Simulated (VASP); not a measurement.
# SiC (Imm2) in VASP: a series of runs

SiC is run at these levels: PBE; tasks: single point.

Everything below comes from runs of VASP 6.6.1. Logs are shortened: lines on timing, memory, paths and dates and some standing lists are left out, and cuts for length are marked.

**1. The cell of the first run**

Symmetry: Imm2, No. 44, orthorhombic system. The conventional cell has a = 3.050 Å, b = 3.143 Å, c = 4.380 Å, α = 90.00°, β = 90.00°, γ = 90.00°. Within 2.5 Å of Si (site symmetry mm2) lie 4 C at 1.88 to 1.92 Å. C (site symmetry mm2) has 4 Si at 1.88 to 1.92 Å within 2.5 Å.

**2. Single point, PBE (strain -0.0300 x Voigt [0, 0, 0, 0, 1, 0])**

INCAR

```
SYSTEM = SiC
PREC = Accurate
ENCUT = 520
EDIFF = 1E-7
ISMEAR = 0
SIGMA = 0.05
LREAL = .FALSE.
LASPH = .TRUE.
NELM = 60
ALGO = Normal
ISIF = 2
LWAVE = .FALSE.
LCHARG = .FALSE.
GGA = PE
NBANDS = 11
```

KPOINTS

```
regular mesh
0
G
  10 10 10
  0 0 0
```

POSCAR

```
SiC
1.0
   -0.0328479614      2.1898640927      2.1898640927
    2.1570161313      0.0000000000      2.1570161313
    2.1898640927      2.1898640927     -0.0328479614
Si C
1 1
Direct
    0.0000000000      0.0000000000      0.0000000000
    0.7500000000      0.7500000000      0.7500000000
```

Potentials or basis: VASP PAW PBE potentials, release 64 (Si, C).

Command:

```
$ cat potpaw_PBE.64/Si/POTCAR potpaw_PBE.64/C/POTCAR > POTCAR
$ mpirun -np 1 vasp_std > vasp.out
```

OUTCAR:

```text
SYSTEM = SiC
   PREC = Accurate
   ENCUT = 520
   EDIFF = 1E-7
   ISMEAR = 0
   LREAL = .FALSE.
   LASPH = .TRUE.
   NELM = 60
   ISIF = 2
   GGA = PE

 ion  position               nearest neighbor table
   1  0.000  0.000  0.000-   2 1.88   2 1.88   2 1.92   2 1.92
   2  0.750  0.750  0.750-   1 1.88   1 1.88   1 1.92   1 1.92

  LATTYP: Found a body centered orthorhombic cell.
 ALAT       =     3.0504814671
 B/A-ratio  =     1.0304568528
 C/A-ratio  =     1.4357498095

  Lattice vectors:

 A1 = (   2.1898640927,  -2.1898640927,  -0.0328479614)
 A2 = (  -2.1898640927,  -2.1898640927,   0.0328479614)
 A3 = (   0.0328479614,   2.1898640927,  -2.1898640927)

Analysis of symmetry for initial positions (statically):
=====================================================================
 Subroutine PRICEL returns:
 Original cell was already a primitive cell.

 Routine SETGRP: Setting up the symmetry group for a
 body centered orthorhombic supercell.

 Subroutine GETGRP returns: Found  4 space group operations
 (whereof  4 operations were pure point group operations)
 out of a pool of  8 trial point group operations.

The static configuration has the point symmetry C_2v.

Analysis of symmetry for dynamics (positions and initial velocities):
=====================================================================
 Subroutine PRICEL returns:
 Original cell was already a primitive cell.

 Routine SETGRP: Setting up the symmetry group for a
 body centered orthorhombic supercell.

 Subroutine GETGRP returns: Found  4 space group operations
 (whereof  4 operations were pure point group operations)
 out of a pool of  8 trial point group operations.

The dynamic configuration has the point symmetry C_2v.

 Subroutine INISYM returns: Found  4 space group operations
 (whereof  4 operations are pure point group operations),
 and found     1 'primitive' translations

----------------------------------------------------------------------------------------

                                     Primitive cell

  volume of cell :      20.9983

  direct lattice vectors                    reciprocal lattice vectors
    -0.032847961  2.189864093  2.189864093    -0.224950415  0.228324672  0.224950415
     2.157016131  0.000000000  2.157016131     0.231801697 -0.228324672  0.231801697
     2.189864093  2.189864093 -0.032847961     0.224950415  0.228324672 -0.224950415

  length of vectors
     3.097109697  3.050481467  3.097109697     0.391583369  0.399494943  0.391583369

  position of ions in fractional coordinates (direct lattice)
     0.000000000  0.000000000  0.000000000
     0.750000000  0.750000000  0.750000000

  ion indices of the primitive-cell ions
   primitive index   ion index
                 1           1
                 2           2

----------------------------------------------------------------------------------------

 KPOINTS: regular mesh

Automatic generation of k-mesh.
 Grid dimensions read from file:
 generate k-points for:   10   10   10

 Generating k-lattice:

  Cartesian coordinates                     Fractional coordinates (reciprocal lattice)
    -0.022495042  0.022832467  0.022495042     0.100000000  0.000000000  0.000000000
     0.023180170 -0.022832467  0.023180170    -0.000000000  0.100000000 -0.000000000
     0.022495042  0.022832467 -0.022495042     0.000000000  0.000000000  0.100000000

  Length of vectors
     0.039158337  0.039949494  0.039158337

  Shift w.r.t. Gamma in fractional coordinates (k-lattice)
     0.000000000  0.000000000  0.000000000

 Subroutine IBZKPT returns following result:
 ===========================================

 Found    171 irreducible k-points:

 Following reciprocal coordinates:
            Coordinates               Weight
  0.000000  0.000000  0.000000      1.000000
  0.100000  0.000000  0.000000      4.000000
  0.200000  0.000000  0.000000      4.000000
  0.300000  0.000000 -0.000000      4.000000
  0.400000  0.000000  0.000000      4.000000
  0.500000  0.000000  0.000000      2.000000
[... 16 lines left out ...]
 -0.400000  0.200000  0.000000      8.000000
 -0.300000  0.200000  0.000000      8.000000
 [... further k-points ...]
   k-points           NKPTS =    171   k-points in BZ     NKDIM =    171   number of bands    NBANDS=     11
   number of dos      NEDOS =    301   number of ions     NIONS =      2
   total plane-waves  NPLWV =  13824
   dimension x,y,z NGX =    24 NGY =   24 NGZ =   24
   dimension x,y,z NGXF=    48 NGYF=   48 NGZF=   48
   ions per type =               1   1
   NGX,Y,Z   is equivalent  to a cutoff of  12.88, 13.08, 12.88 a.u.
   NGXF,Y,Z  is equivalent  to a cutoff of  25.77, 26.16, 25.77 a.u.
 SYSTEM =  SiC
   PREC   = accura    normal or accurate (medium, high low for compatibility)
   ISTART =      0    job   : 0-new  1-cont  2-samecut
   ICHARG =      2    charge: 1-file 2-atom 10-const
   ISPIN  =      1    spin polarized calculation?
   LNONCOLLINEAR =      F non collinear calculations
   LSORBIT =      F    spin-orbit coupling
   LASPH  =      T    aspherical Exc in radial PAW
   ENCUT  =  520.0 eV  38.22 Ry    6.18 a.u.   5.76  5.67  5.76*2*pi/ulx,y,z
   NELM   =     60;   NELMIN=  2; NELMDL= -5     # of ELM steps
   EDIFF  = 0.1E-06   stopping-criterion for ELM
   LREAL  =      F    real-space projection
   EDIFFG = 0.1E-05   stopping-criterion for IOM
   NSW    =      0    number of steps for IOM
   IBRION =     -1    ionic relax: 0-MD 1-quasi-New 2-CG
   NFREE  =      0    steps in history (QN), initial steepest desc. (CG)
   ISIF   =      2    stress and relaxation
   ISYM   =      2    0-nonsym 1-usesym 2-fastsym
   POTIM  = 0.5000    time-step for ionic-motion
   TEBEG  =    0.0;   TEEND  =   0.0 temperature during run
   PSTRESS=    0.0 pullay stress
   NELECT =       8.0000    total number of electrons
   NUPDOWN=      -1.0000    fix difference up-down
   EMIN   =  10.00;   EMAX   =-10.00  energy-range for DOS
   EFERMI =   0.00;   METHOD = LEGACY
   ISMEAR =     0;   SIGMA  =   0.05  broadening in eV -4-tet -1-fermi 0-gaus
   EFERMI_NEDOS =   21; number of points for ismear=-14 and -15
   IALGO  =     38    algorithm
   IMIX   =      4    mixing-type and parameters
     AMIX     =   0.40;   BMIX     =  1.00
     AMIX_MAG =   1.60;   BMIX_MAG =  1.00
  volume/ion in A,a.u.               =      10.50        70.85
  Fermi-wavevector in a.u.,A,eV,Ry     =   1.186798  2.242724 19.163672  1.408490
  Thomas-Fermi vector in A             =   2.322963
   LORBIT       =      0    0 simple, 1 ext, 2 COOP (PROOUT), +10 PAW based schemes
   GGA     = PE    functional components
   LHFCALC =     F    Hartree Fock is set to
   AEXX    =    0.0000 exact exchange contribution
   IVDW    =     0    specifies the selected vdW correction
   LEPSILON=     F    determine dielectric tensor
   LRPA    =     F    only Hartree local field effects (RPA)
 non-spin polarized calculation
 Gauss-broadening in eV      SIGMA  =   0.05
  energy-cutoff  :      520.00
  volume of cell :       21.00
 maximum number of plane-waves:       576
   NGX = 11   NGY = 11   NGZ = 11

 number of electron       8.0000001 magnetization

 Free energy of the ion-electron system (eV)
  ---------------------------------------------------
  ext. energy  EPLUGINS =         0.00000000
  ---------------------------------------------------
  free energy    TOTEN  =       -15.04525770 eV

  energy without entropy =      -15.04525770  energy(sigma->0) =      -15.04525770

 E-fermi :   8.3188     XC(G=0): -11.2919

 val. band max:        8.0287308541   @ k =   0.0000   0.0000   0.0000
 cond. band min:       9.2792112648   @ k =   0.5000   0.0000   0.5000
 fundamental gap:      1.2504804108
 Fermi energy:         8.3188416219

 k-point     1 :       0.0000    0.0000    0.0000
  band No.  band energies     occupation
      1      -7.3475      2.00000
      2       7.8617      2.00000
      3       7.9343      2.00000
      4       8.0287      2.00000
      5      13.8325      0.00000
      6      14.8141      0.00000
      7      15.3290      0.00000
      8      15.4948      0.00000
      9      22.3619      0.00000
     10      22.3797      0.00000
     11      24.1927      0.00000

 k-point     2 :       0.1000    0.0000    0.0000
  band No.  band energies     occupation
      1      -7.1590      2.00000
      2       6.8442      2.00000
      3       7.7916      2.00000
      4       7.9003      2.00000
      5      14.2889      0.00000
      6      15.0931      0.00000
      7      15.4492      0.00000
      8      15.7142      0.00000
      9      21.4238      0.00000
     10      21.5643      0.00000
     11      24.1329      0.00000

 k-point     3 :       0.2000    0.0000    0.0000
  band No.  band energies     occupation
      1      -6.6023      2.00000
      2       4.7189      2.00000
      3       7.5150      2.00000
      4       7.6023      2.00000
      5      14.1491      0.00000
      6      15.6224      0.00000
      7      16.0292      0.00000
      8      16.4754      0.00000
      9      20.7224      0.00000
     10      21.0175      0.00000
     11      23.2788      0.00000

 k-point     4 :       0.3000    0.0000   -0.0000
  band No.  band energies     occupation
      1      -5.7145      2.00000
      2       2.4431      2.00000
      3       7.2306      2.00000
      4       7.2905      2.00000
      5      13.7836      0.00000
      6      15.5587      0.00000
      7      15.8983      0.00000
      8      17.5362      0.00000
      9      21.4044      0.00000
     10      21.8516      0.00000
     11      22.9887      0.00000

 k-point     5 :       0.4000    0.0000    0.0000
  band No.  band energies     occupation
      1      -4.6270      2.00000
      2       0.4523      2.00000
      3       7.0340      2.00000
      4       7.0718      2.00000
      5      13.5287      0.00000
      6      15.2331      0.00000
      7      15.5563      0.00000
      8      17.9344      0.00000
      9      23.0806      0.00000
     10      23.6175      0.00000
     11      23.7124      0.00000
[... 211 lines left out ...]
 k-point    21 :       0.4000    0.2000    0.0000
  band No.  band energies     occupation
      1      -4.7236      2.00000
      2       2.1298      2.00000
      3       5.3533      2.00000
      4       5.9460      2.00000
      5      12.2970      0.00000
      6      15.4937      0.00000
      7      17.6438      0.00000
      8      17.9412      0.00000
      9      21.1430      0.00000
     10      25.0864      0.00000
     11      26.5916      0.00000

 k-point    22 :       0.5000    0.2000    0.0000
  band No.  band energies     occupation
      1      -3.7018      2.00000
      2       0.5247      2.00000
      3       4.7275      2.00000
      4       6.0229      2.00000
      5      12.3700      0.00000
      6      16.1748      0.00000
      7      17.4338      0.00000
      8      18.3642      0.00000
      9      21.5778      0.00000
     10      24.9568      0.00000
     11      26.8414      0.00000

 k-point    23 :      -0.4000    0.2000    0.0000
  band No.  band energies     occupation
      1      -3.4600      2.00000
      2       0.1990      2.00000
      3       4.3261      2.00000
      4       6.3308      2.00000
      5      12.7809      0.00000
      6      16.2054      0.00000
      7      17.0196      0.00000
      8      19.0080      0.00000
      9      22.0043      0.00000
     10      22.6971      0.00000
     11      26.7913      0.00000

 k-point    24 :      -0.3000    0.2000    0.0000
  band No.  band energies     occupation
      1      -4.3505      2.00000
      2       1.5047      2.00000
      3       4.2581      2.00000
      4       6.8018      2.00000
      5      13.5261      0.00000
      6      16.1260      0.00000
      7      16.7148      0.00000
      8      18.0069      0.00000
      9      20.5277      0.00000
     10      23.2983      0.00000
     11      26.9454      0.00000

 [... further k-points ...]
[... 5 lines left out ...]
  --------------------------------------------------------------------------------------
  -------------------------------------------------------------------------------------
  Total        0.0349674      0.0094939      0.0349674      0.0000000      0.0000000      1.0389422
  in kB        2.6680294      0.7243914      2.6680294      0.0000000      0.0000000     79.2717109
  external PRESSURE =       2.0201501 kB  Pullay stress =       0.0000000 kB

 VOLUME and BASIS-vectors are now :
 -----------------------------------------------------------------------------
  energy-cutoff  :      520.00
  volume of cell :       21.00
      direct lattice vectors                 reciprocal lattice vectors
    -0.032847961  2.189864093  2.189864093    -0.224950415  0.228324672  0.224950415
     2.157016131  0.000000000  2.157016131     0.231801697 -0.228324672  0.231801697
     2.189864093  2.189864093 -0.032847961     0.224950415  0.228324672 -0.224950415

 POSITION                                       TOTAL-FORCE (eV/Angst)
 -----------------------------------------------------------------------------------
      0.00000      0.00000      0.00000         0.000000      0.227413      0.000000
      3.23552      3.28480      3.23552        -0.000000     -0.227413     -0.000000
 -----------------------------------------------------------------------------------
    total drift:                               -0.000000     -0.000035     -0.000000

  FREE ENERGIE OF THE ION-ELECTRON SYSTEM (eV)
  ---------------------------------------------------
  free  energy   TOTEN  =       -15.0452576987 eV

  energy  without entropy=      -15.0452576987  energy(sigma->0) =      -15.04525770
```

Run time: 32 s. Hardware: 1 thread of Intel Xeon 8259CL, shared host; peak memory 0.16 GiB.

What came out:

```yaml
Free_energy: -15.0453 eV
Pressure: 0.2 GPa
Largest_force: 0.227 eV/Å
Band_gap_on_the_k_mesh: 1.25 eV (least direct gap 4.26 eV)
```

Forces in eV/Å, atoms in the order of the input:
```
Si   0.000  0.227  0.000
C    0.000 -0.227  0.000
```

Caveat: the cell differs from its parent crystal (strain -0.0300 x Voigt [0, 0, 0, 0, 1, 0]).

**3. Single point, PBE (strain +0.0150 x Voigt [0, 0, 0, 0, 1, 0])**

INCAR

```
SYSTEM = SiC
PREC = Accurate ; ENCUT = 520
EDIFF = 1E-7 ; ISMEAR = 0
SIGMA = 0.05 ; LREAL = .FALSE.
LASPH = .TRUE. ; NELM = 60
ALGO = Normal ; ISIF = 2
LWAVE = .FALSE. ; LCHARG = .FALSE.
GGA = PE ; NBANDS = 11
```

KPOINTS

```
Automatic mesh
0
G
  10 10 10
  0 0 0
```

POSCAR

```
SiC
1.0
    0.0164239807      2.1898640927      2.1898640927
    2.2062880734      0.0000000000      2.2062880734
    2.1898640927      2.1898640927      0.0164239807
Si C
1 1
Direct
    0.0000000000      0.0000000000      0.0000000000
    0.7500000000      0.7500000000      0.7500000000
```

Potentials or basis: VASP PAW PBE potentials, release 64 (Si, C).

Command:

```
$ cat potpaw_PBE.64/Si/POTCAR potpaw_PBE.64/C/POTCAR > POTCAR
$ mpirun -np 1 vasp_std > vasp.out
```

Run time: 36 s. Hardware: 1 thread of Intel Xeon 8259CL, shared host; peak memory 0.16 GiB.

Results (log left out):

```yaml
Free_energy: -15.0569 eV
Pressure: 0.0 GPa
Largest_force: 0.113 eV/Å
Band_gap_on_the_k_mesh: 1.32 eV (least direct gap 4.40 eV)
```

Forces on the atoms (eV/Å):
```
Si   0.000 -0.113  0.000
C    0.000  0.113  0.000
```

Stress tensor (GPa, compression positive):
```
 0.03  0.00 -3.96
 0.00 -0.02  0.00
-3.96  0.00  0.03
```

Levels at points of the mesh, in eV from the valence-band top:
```csv
k point,band 1,band 2,band 3,band 4,band 5,band 6,band 7,band 8
"(0.00, 0.00, 0.00)",-15.33,-0.08,-0.04,0.00,5.97,6.99,7.21,7.33
"(0.50, 0.00, 0.00)",-11.76,-8.48,-1.14,-1.13,5.15,6.98,7.15,9.90
"(0.00, 0.50, 0.00)",-11.88,-8.51,-1.05,-1.04,5.36,7.11,7.27,9.96
"(0.50, 0.50, 0.00)",-10.38,-7.79,-3.20,-3.20,1.33,4.23,13.78,13.82
"(0.50, 0.00, 0.50)",-10.38,-7.79,-3.31,-3.08,1.32,4.24,13.80,13.84
```

Caveat: the cell differs from its parent crystal (strain +0.0150 x Voigt [0, 0, 0, 0, 1, 0]). A k mesh can miss the band edges.
